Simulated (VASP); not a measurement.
# CoW3 (P4/mmm) in VASP: further runs

CoW3 is run at these levels: PBEsol; tasks: single point.

Everything below comes from runs of VASP 6.6.1. Logs are shortened: lines on timing, memory, paths and dates and some standing lists are left out, and cuts for length are marked.

## 1. The cell of the first run

It takes space group P4/mmm (No. 123, tetragonal). Conventional cell: a = 3.955 Å, b = 3.955 Å, c = 4.051 Å, α = 90.00°, β = 90.00°, γ = 90.00°. Co (site symmetry 4/mmm) has 12 W at 2.80 to 2.83 Å within 3.7 Å. W (site symmetry mmm) has 8 W at 2.80 to 2.83 Å and 4 Co at 2.83 Å within 3.7 Å. W (site symmetry 4/mmm) has 4 Co at 2.80 Å and 8 W at 2.83 Å within 3.7 Å.

## 2. Single point, PBEsol (strain +0.025 along x and y, +0.050 along z)

Contents of INCAR:

```
SYSTEM = CoW3
ALGO = Fast ; EDIFF = 1E-7
ENCUT = 520 ; GGA = PS
ISIF = 2 ; ISMEAR = 0
LASPH = .TRUE. ; LCHARG = .FALSE.
LREAL = .FALSE. ; LWAVE = .FALSE.
NBANDS = 34 ; NELM = 100
PREC = Accurate ; SIGMA = 0.15
```

Contents of KPOINTS:

```
k-points
0
G
  12 12 12
  0 0 0
```

Contents of POSCAR:

```
CoW3
1.0
    3.9547011012      0.0000000000      0.0000000000
    0.0000000000      3.9547011012      0.0000000000
    0.0000000000      0.0000000000      4.0511572256
Co W
1 3
Direct
    0.0000000000      0.0000000000      0.0000000000
    0.0000000000      0.5000000000      0.5000000000
    0.5000000000      0.0000000000      0.5000000000
    0.5000000000      0.5000000000      0.0000000000
```

Potentials or basis: VASP PAW PBE potentials, release 64 (Co, W_sv).

The run is started by

```
> cat potpaw_PBE.64/Co/POTCAR potpaw_PBE.64/W_sv/POTCAR > POTCAR
> mpirun -np 1 vasp_std > vasp.out
```

OUTCAR:

```text
SYSTEM = CoW3
   EDIFF = 1E-7
   ENCUT = 520
   GGA = PS
   ISIF = 2
   ISMEAR = 0
   LASPH = .TRUE.
   LREAL = .FALSE.
   NELM = 100
   PREC = Accurate

 ion  position               nearest neighbor table
   1  0.000  0.000  0.000-   4 2.80   4 2.80   4 2.80   4 2.80   3 2.83   2 2.83   3 2.83   2 2.83
                             3 2.83   2 2.83   3 2.83   2 2.83
   2  0.000  0.500  0.500-   3 2.80   3 2.80   3 2.80   3 2.80   4 2.83   1 2.83   1 2.83   1 2.83
                             4 2.83   4 2.83   4 2.83   1 2.83
   3  0.500  0.000  0.500-   2 2.80   2 2.80   2 2.80   2 2.80   4 2.83   1 2.83   4 2.83   4 2.83
                             1 2.83   4 2.83   1 2.83   1 2.83
   4  0.500  0.500  0.000-   1 2.80   1 2.80   1 2.80   1 2.80   3 2.83   2 2.83   3 2.83   3 2.83
                             3 2.83   2 2.83   2 2.83   2 2.83

  LATTYP: Found a simple tetragonal cell.
 ALAT       =     3.9547011012
 C/A-ratio  =     1.0243902439

  Lattice vectors:

 A1 = (   3.9547011012,   0.0000000000,   0.0000000000)
 A2 = (   0.0000000000,   3.9547011012,   0.0000000000)
 A3 = (   0.0000000000,   0.0000000000,   4.0511572256)

Analysis of symmetry for initial positions (statically):
=====================================================================
 Subroutine PRICEL returns:
 Original cell was already a primitive cell.

 Routine SETGRP: Setting up the symmetry group for a
 simple tetragonal supercell.

 Subroutine GETGRP returns: Found 16 space group operations
 (whereof 16 operations were pure point group operations)
 out of a pool of 16 trial point group operations.

The static configuration has the point symmetry D_4h.

Analysis of symmetry for dynamics (positions and initial velocities):
=====================================================================
 Subroutine PRICEL returns:
 Original cell was already a primitive cell.

 Routine SETGRP: Setting up the symmetry group for a
 simple tetragonal supercell.

 Subroutine GETGRP returns: Found 16 space group operations
 (whereof 16 operations were pure point group operations)
 out of a pool of 16 trial point group operations.

The dynamic configuration has the point symmetry D_4h.

 Subroutine INISYM returns: Found 16 space group operations
 (whereof 16 operations are pure point group operations),
 and found     1 'primitive' translations

----------------------------------------------------------------------------------------

                                     Primitive cell

  volume of cell :      63.3587

  direct lattice vectors                    reciprocal lattice vectors
     3.954701101  0.000000000  0.000000000     0.252863611  0.000000000  0.000000000
     0.000000000  3.954701101  0.000000000     0.000000000  0.252863611  0.000000000
     0.000000000  0.000000000  4.051157226     0.000000000  0.000000000  0.246843049

  length of vectors
     3.954701101  3.954701101  4.051157226     0.252863611  0.252863611  0.246843049

  position of ions in fractional coordinates (direct lattice)
     0.000000000  0.000000000  0.000000000
     0.000000000  0.500000000  0.500000000
     0.500000000  0.000000000  0.500000000
     0.500000000  0.500000000  0.000000000

  ion indices of the primitive-cell ions
   primitive index   ion index
                 1           1
                 2           2
                 3           3
                 4           4

----------------------------------------------------------------------------------------

 KPOINTS: k-points

Automatic generation of k-mesh.
 Grid dimensions read from file:
 generate k-points for:   12   12   12

 Generating k-lattice:

  Cartesian coordinates                     Fractional coordinates (reciprocal lattice)
     0.021071968  0.000000000  0.000000000     0.083333333  0.000000000  0.000000000
     0.000000000  0.021071968  0.000000000     0.000000000  0.083333333  0.000000000
     0.000000000  0.000000000  0.020570254     0.000000000  0.000000000  0.083333333

  Length of vectors
     0.021071968  0.021071968  0.020570254

  Shift w.r.t. Gamma in fractional coordinates (k-lattice)
     0.000000000  0.000000000  0.000000000

 Subroutine IBZKPT returns following result:
 ===========================================

 Found    196 irreducible k-points:

 Following reciprocal coordinates:
            Coordinates               Weight
  0.000000  0.000000  0.000000      1.000000
  0.083333  0.000000  0.000000      4.000000
  0.166667  0.000000  0.000000      4.000000
  0.250000  0.000000  0.000000      4.000000
  0.333333  0.000000  0.000000      4.000000
  0.416667  0.000000  0.000000      4.000000
[... 16 lines left out ...]
  0.333333  0.333333  0.000000      4.000000
  0.416667  0.333333  0.000000      8.000000
 [... further k-points ...]
   k-points           NKPTS =    196   k-points in BZ     NKDIM =    196   number of bands    NBANDS=     34
   number of dos      NEDOS =    301   number of ions     NIONS =      4
   total plane-waves  NPLWV =  27000
   dimension x,y,z NGX =    30 NGY =   30 NGZ =   30
   dimension x,y,z NGXF=    60 NGYF=   60 NGZF=   60
   ions per type =               1   3
   NGX,Y,Z   is equivalent  to a cutoff of  12.61, 12.61, 12.31 a.u.
   NGXF,Y,Z  is equivalent  to a cutoff of  25.22, 25.22, 24.62 a.u.
 SYSTEM =  CoW3
   PREC   = accura    normal or accurate (medium, high low for compatibility)
   ISTART =      0    job   : 0-new  1-cont  2-samecut
   ICHARG =      2    charge: 1-file 2-atom 10-const
   ISPIN  =      1    spin polarized calculation?
   LNONCOLLINEAR =      F non collinear calculations
   LSORBIT =      F    spin-orbit coupling
   LASPH  =      T    aspherical Exc in radial PAW
   ENCUT  =  520.0 eV  38.22 Ry    6.18 a.u.   7.35  7.35  7.53*2*pi/ulx,y,z
   NELM   =    100;   NELMIN=  2; NELMDL= -5     # of ELM steps
   EDIFF  = 0.1E-06   stopping-criterion for ELM
   LREAL  =      F    real-space projection
   EDIFFG = 0.1E-05   stopping-criterion for IOM
   NSW    =      0    number of steps for IOM
   IBRION =     -1    ionic relax: 0-MD 1-quasi-New 2-CG
   NFREE  =      0    steps in history (QN), initial steepest desc. (CG)
   ISIF   =      2    stress and relaxation
   ISYM   =      2    0-nonsym 1-usesym 2-fastsym
   POTIM  = 0.5000    time-step for ionic-motion
   TEBEG  =    0.0;   TEEND  =   0.0 temperature during run
   PSTRESS=    0.0 pullay stress
   NELECT =      51.0000    total number of electrons
   NUPDOWN=      -1.0000    fix difference up-down
   EMIN   =  10.00;   EMAX   =-10.00  energy-range for DOS
   EFERMI =   0.00;   METHOD = LEGACY
   ISMEAR =     0;   SIGMA  =   0.15  broadening in eV -4-tet -1-fermi 0-gaus
   EFERMI_NEDOS =   21; number of points for ismear=-14 and -15
   IALGO  =     68    algorithm
   IMIX   =      4    mixing-type and parameters
     AMIX     =   0.40;   BMIX     =  1.00
     AMIX_MAG =   1.60;   BMIX_MAG =  1.00
  volume/ion in A,a.u.               =      15.84       106.89
  Fermi-wavevector in a.u.,A,eV,Ry     =   1.522870  2.877806 31.553708  2.319132
  Thomas-Fermi vector in A             =   2.631390
   LORBIT       =      0    0 simple, 1 ext, 2 COOP (PROOUT), +10 PAW based schemes
   GGA     = PS    functional components
   LHFCALC =     F    Hartree Fock is set to
   AEXX    =    0.0000 exact exchange contribution
   IVDW    =     0    specifies the selected vdW correction
   LEPSILON=     F    determine dielectric tensor
   LRPA    =     F    only Hartree local field effects (RPA)
 non-spin polarized calculation
 RMM-DIIS sequential band-by-band and
 Gauss-broadening in eV      SIGMA  =   0.15
  energy-cutoff  :      520.00
  volume of cell :       63.36
 maximum number of plane-waves:      1743
 NGX is ok and might be reduce to    30
   NGX = 15   NGY = 15   NGZ = 15

 number of electron      50.9999997 magnetization

 Free energy of the ion-electron system (eV)
  ---------------------------------------------------
  ext. energy  EPLUGINS =         0.00000000
  ---------------------------------------------------
  free energy    TOTEN  =       -47.69448344 eV

  energy without entropy =      -47.63761767  energy(sigma->0) =      -47.66605055

 E-fermi :   9.4638     XC(G=0): -13.2570

 val. band max:        9.4634375960   @ k =   0.4167   0.4167   0.4167
 cond. band min:       9.4641942666   @ k =   0.5000   0.2500   0.1667
 fundamental gap:      0.0007566706
 Fermi energy:         9.4637777819

 k-point     1 :       0.0000    0.0000    0.0000
  band No.  band energies     occupation
      1     -64.3091      2.00000
      2     -64.1999      2.00000
      3     -64.1633      2.00000
      4     -28.8544      2.00000
      5     -28.8519      2.00000
      6     -28.8519      2.00000
[... 26 lines left out ...]
     33      14.6607      0.00000
     34      15.3647      0.00000

 k-point     2 :       0.0833    0.0000    0.0000
  band No.  band energies     occupation
      1     -64.3074      2.00000
      2     -64.2000      2.00000
      3     -64.1648      2.00000
      4     -28.8463      2.00000
      5     -28.8433      2.00000
      6     -28.8395      2.00000
[... 26 lines left out ...]
     33      14.5022      0.00000
     34      15.3796      0.00000

 k-point     3 :       0.1667    0.0000    0.0000
  band No.  band energies     occupation
      1     -64.3026      2.00000
      2     -64.2005      2.00000
      3     -64.1691      2.00000
      4     -28.8232      2.00000
      5     -28.8188      2.00000
      6     -28.8028      2.00000
[... 26 lines left out ...]
     33      14.0584      0.00000
     34      15.5538      0.00000
[... 704 lines left out ...]
 k-point    23 :       0.3333    0.3333    0.0000
  band No.  band energies     occupation
      1     -64.2699      2.00000
      2     -64.2047      2.00000
      3     -64.1969      2.00000
      4     -28.8182      2.00000
      5     -28.6422      2.00000
      6     -28.6240      2.00000
[... 26 lines left out ...]
     33      13.0667      0.00000
     34      13.3041      0.00000

 k-point    24 :       0.4167    0.3333    0.0000
  band No.  band energies     occupation
      1     -64.2643      2.00000
      2     -64.2067      2.00000
      3     -64.2004      2.00000
      4     -28.8011      2.00000
      5     -28.7079      2.00000
      6     -28.5769      2.00000
[... 26 lines left out ...]
     33      12.7649      0.00000
     34      13.2571      0.00000

 [... further k-points ...]

------------------------ aborting loop because EDIFF is reached ----------------------------------------

  FORCE on cell =-STRESS in cart. coord.  units (eV):
  Direction    XX          YY          ZZ          XY          YZ          ZX
  --------------------------------------------------------------------------------------
  -------------------------------------------------------------------------------------
  Total       -9.1954315     -9.1954315     -9.4515193      0.0000000     -0.0000000      0.0000000
  in kB     -232.5285411   -232.5285411   -239.0043366      0.0000000     -0.0000000      0.0000000
  external PRESSURE =    -234.6871396 kB  Pullay stress =       0.0000000 kB

 VOLUME and BASIS-vectors are now :
 -----------------------------------------------------------------------------
  energy-cutoff  :      520.00
  volume of cell :       63.36
      direct lattice vectors                 reciprocal lattice vectors
     3.954701101  0.000000000  0.000000000     0.252863611  0.000000000  0.000000000
     0.000000000  3.954701101  0.000000000     0.000000000  0.252863611  0.000000000
     0.000000000  0.000000000  4.051157226     0.000000000  0.000000000  0.246843049

 POSITION                                       TOTAL-FORCE (eV/Angst)
 -----------------------------------------------------------------------------------
      0.00000      0.00000      0.00000         0.000000      0.000000      0.000000
      0.00000      1.97735      2.02558         0.000000      0.000000      0.000000
      1.97735      0.00000      2.02558         0.000000      0.000000      0.000000
      1.97735      1.97735      0.00000         0.000000      0.000000      0.000000
 -----------------------------------------------------------------------------------
    total drift:                                0.000000      0.000000     -0.000000

  FREE ENERGIE OF THE ION-ELECTRON SYSTEM (eV)
  ---------------------------------------------------
  free  energy   TOTEN  =       -47.6944834388 eV

  energy  without entropy=      -47.6376176700  energy(sigma->0) =      -47.66605055
```

Wall time 4.9 min (1 thread of Intel Xeon 6975P-C (Granite Rapids), shared host); peak memory 0.43 GiB.

Results:

- Free energy: -47.6945 eV
- Pressure: -23.5 GPa
- Band gap on the k mesh: zero (an odd number of electrons rules out a gap without spin polarisation)

Stress tensor (GPa, compression positive):
```
-23.25   0.00   0.00
  0.00 -23.25   0.00
  0.00   0.00 -23.90
```

Caveat: the cell differs from its parent crystal (strain +0.025 along x and y, +0.050 along z); the cell stands under tension; the PAW data sets were made with another functional, which shifts forces and pressure a little; spin-orbit coupling is left out, which moves the levels of the heavy elements; the run has no spin polarisation, though such a crystal can be magnetic. Spin polarisation is off, so any magnetic state and its effect on volume and gap are missing.

[end of part 1 of 2]
